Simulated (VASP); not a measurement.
Input of a VASP 6.6.1 run:

INCAR

```
ALGO = Normal
EDIFF = 1E-6
ENCUT = 520
GGA = PE
ISIF = 2
ISMEAR = 0
LASPH = True
LCHARG = True
LELF = True
LREAL = False
LVHAR = True
LWAVE = False
NBANDS = 40
NELM = 100
PREC = Accurate
SIGMA = 0.1
```

KPOINTS

```
k-points
0
Gamma
  4 4 4
```

POSCAR

```
TlIn4
1.0
   -3.1744578800      3.1744578800      3.1744578800
    3.1744578800     -3.1744578800      3.1744578800
    3.1744578800      3.1744578800     -3.1744578800
Tl In
1 4
Direct
    0.0000000000      0.0000000000      0.0000000000
    0.5000000000      0.5000000000      0.5000000000
    0.5000000000      0.0000000000      0.0000000000
    0.0000000000      0.0000000000      0.5000000000
    0.0000000000      0.5000000000      0.0000000000
```

Potentials or basis: VASP PAW PBE potentials, release 64 (Tl_d, In_d).

Run with:

```bash
$ cat potpaw_PBE.64/Tl_d/POTCAR potpaw_PBE.64/In_d/POTCAR > POTCAR
$ mpirun -np 1 vasp_std > vasp.out
```

What does it give for the pressure?

16.1 GPa.
